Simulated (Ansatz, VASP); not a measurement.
## One calculation of Ag, two programs

The input INCAR:

```
PREC     = Accurate       # precision mode
ENCUT    = 520            # plane-wave cutoff, eV
EDIFF    = 1E-6           # SCF threshold, eV
ISMEAR   = -1             # smearing method
SIGMA    = 0.1            # smearing width, eV
LREAL    = F              # projectors in reciprocal space
LASPH    = T              # aspherical terms in the spheres
NELM     = 60             # most SCF steps
ALGO     = Normal         # electronic algorithm
ISIF     = 2              # what is computed and relaxed
LWAVE    = F              # write WAVECAR
LCHARG   = T              # write CHGCAR
GGA      = PE             # functional
LELF     = T              # ELF
LVHAR    = T            
NBANDS   = 12             # bands
```

The input KPOINTS:

```
regular mesh
0
Gamma
  16 16 16
```

File POSCAR:

```
Ag
1.0
    0.0000000000      2.0172806805      2.0172806805
    2.0172806805      0.0000000000      2.0172806805
    2.0172806805      2.0172806805      0.0000000000
Ag
1
Direct
    0.0000000000      0.0000000000      0.0000000000
```

Input for Ansatz:

```yaml
crystal:
  lattice:
    - [0.0, 2.0172806805, 2.0172806805]
    - [2.0172806805, 0.0, 2.0172806805]
    - [2.0172806805, 2.0172806805, 0.0]
  atoms:
    - { symbol: Ag, position: [0.0, 0.0, 0.0] }
kpoints:
  mp_grid: { grid: [16, 16, 16] }
  band_path:
    path:
      - [0.0, 0.0, 0.0]
      - [0.5, 0.0, 0.5]
      - [0.625, 0.25, 0.625]
      - [0.375, 0.375, 0.75]
      - [0.0, 0.0, 0.0]
      - [0.5, 0.5, 0.5]
      - [0.5, 0.25, 0.75]
      - [0.5, 0.0, 0.5]
    npoints: 8
scf:
  occupations: { method: fermi_dirac, width: 0.1 }
hamiltonian:
  xc: pbe
  pseudopotentials: { kind: paw }
output:
  forces: true
  stress: true
  eigenvalues: true
  populations: true
  dos: { projected: true, de: 0.2, e_range: [-14, 8] }
```

Change from the starting cell: volume scaled by 0.92, PAW files.

Alike in both runs: task single point; functional PBE; k mesh 16 × 16 × 16; occupations fermi-dirac, width 0.1 eV; no spin polarisation.

```csv
,VASP,Ansatz
version,VASP 6.6.1,Ansatz 0.2.0
potentials or method,"VASP PAW PBE potentials, release 64 (Ag)","PAW with Ansatz's default frozen-core files, scalar-relativistic"
plane-wave cutoff (eV),520,420
valence electrons in the cell,11,19
```

Ansatz gave:

```
pressure (GPa) : 9.7
```

Which values does VASP return?

Pressure (GPa): 9.4.

The functional is the same, so the differences come from potentials, cutoffs and numerics. VASP's potentials hold 11 valence electrons a cell and Ansatz's 19, so a difference there can come from the potentials and not from the codes.
